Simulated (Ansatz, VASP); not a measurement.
## One calculation of Ga2O, two programs

```xyz
3
Lattice="3.8531 0.0000 0.0000 0.0000 3.8531 0.0000 0.0000 0.0000 3.7802" Properties=species:S:1:pos:R:3 pbc="T T T"
Ga    0.0000    0.0000    0.0000
Ga    1.9265    1.9265    0.0000
O     1.9265    1.9265    1.8901
```

Alike in both runs: functional PBE; k mesh 12 × 12 × 12; occupations gaussian, width 0.1 eV; no spin polarisation.

Ansatz relaxed the structure, and its values are those at the end. VASP's run is a single point on that final structure, the one shown.

|  | VASP | Ansatz |
| --- | --- | --- |
| version | VASP 6.6.1 | Ansatz 0.2.0 |
| potentials or method | VASP PAW PBE potentials, release 64 (Ga_d, O), cutoff 520 eV | scalar-relativistic, plane waves, PAW |
| valence electrons in the cell | 32 | 32 |

|  | VASP | Ansatz | Ansatz less VASP |
| --- | --- | --- | --- |
| gap on the k mesh at the Fermi level (eV) | none | none | - |
| pressure (GPa) | 0.1 | 0.0 | -0.14 |

A gap of «none» marks a metal or a gap that the smearing closes. With one functional, cell and mesh, what is left measures potentials, basis and numerics.
